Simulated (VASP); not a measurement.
**BaLi2S2: relaxation of shape and atoms at fixed volume with PBE**

Crystal: BaLi2S2.

```
Ba Li S
1.0
     4.14985    0.00000    0.00000
    -2.07493    3.59388    0.00000
     0.00000    0.00000    6.96831
Ba Li S
1 2 2
Direct
  0.00000 0.00000 0.00000
  0.66667 0.33333 0.61333
  0.33333 0.66667 0.38667
  0.66667 0.33333 0.27418
  0.33333 0.66667 0.72582
```

```yaml
Program: VASP 6.6.1
Task: relaxation of shape and atoms at fixed volume
Functional: PBE
Potentials_or_basis: VASP PAW PBE potentials, release 64 (Ba_sv, Li_sv, S)
Cutoff: 600 eV
k_mesh: 6 × 6 × 4
Occupations: gaussian, width 0.02 eV
Spin: no spin polarisation
Dipole_correction: no
Further_INCAR_settings: ALGO = Normal; EDIFF = 1e-06; IBRION = 2; EDIFFG = -0.01; NSW = 50; ISIF = 4
```

```
Energy gained by relaxing    : 0.9 meV/atom
Ionic steps                  : 5
Pressure after relaxing      : 4.7 GPa
Largest force after relaxing : 0.006 eV/Å
Band gap on the k mesh       : 2.53 eV (least direct gap 2.81 eV)
```

Forces in eV/Å, atoms in the order of the input:
```
Ba   0.000  0.000  0.000
Li   0.000  0.000  0.006
Li   0.000  0.000 -0.006
S    0.000  0.000 -0.004
S    0.000  0.000  0.004
```

The path:
```
step  energy change (eV)  largest force (eV/Å)  pressure (GPa)  volume (Å³)
   1              0.0000                0.1658            4.97       103.93
   2             -0.0026                0.0985            4.89       103.93
   3             -0.0042                0.0456            4.71       103.93
   4             -0.0043                0.0146            4.75       103.93
   5             -0.0044                0.0059            4.74       103.93
```

Final structure:
```
Ba Li S
1.0
     4.13753    0.00000    0.00000
    -2.06877    3.58321    0.00000
     0.00000    0.00000    7.00986
Ba Li S
1 2 2
Cartesian
  2.0688 3.5832 0.0000
  2.0688 1.1944 4.3027
  0.0000 2.3888 2.7071
  2.0688 1.1944 1.9430
  0.0000 2.3888 5.0669
```

Levels at points of the mesh, in eV from the valence-band top:
| k point | band 12 | band 13 | band 14 | band 15 | band 16 | band 17 |
| --- | --- | --- | --- | --- | --- | --- |
| (0.00, 0.00, 0.00) | -0.09 | 0.00 | 0.00 | 3.47 | 4.36 | 4.77 |
| (0.50, 0.00, 0.00) | -0.89 | -0.86 | -0.82 | 2.53 | 5.97 | 6.25 |
| (0.00, 0.00, 0.50) | -0.61 | -0.37 | -0.37 | 4.02 | 4.58 | 4.58 |
| (0.50, 0.00, 0.50) | -1.39 | -0.33 | -0.24 | 2.57 | 4.73 | 6.18 |

Wall time 2.5 min on 1 thread of Intel(R) Xeon(R) Platinum 8375C CPU @ 2.90GHz (Ice Lake), on a shared host, peak memory 0.29 GiB.

Caveat: the cutoff is under 1.25 times the usual one of these potentials, so pressure, stress and relaxed cells hold a basis-set (Pulay) error; spin-orbit coupling is left out, which moves the levels of the heavy elements. A k mesh can miss the band edges.
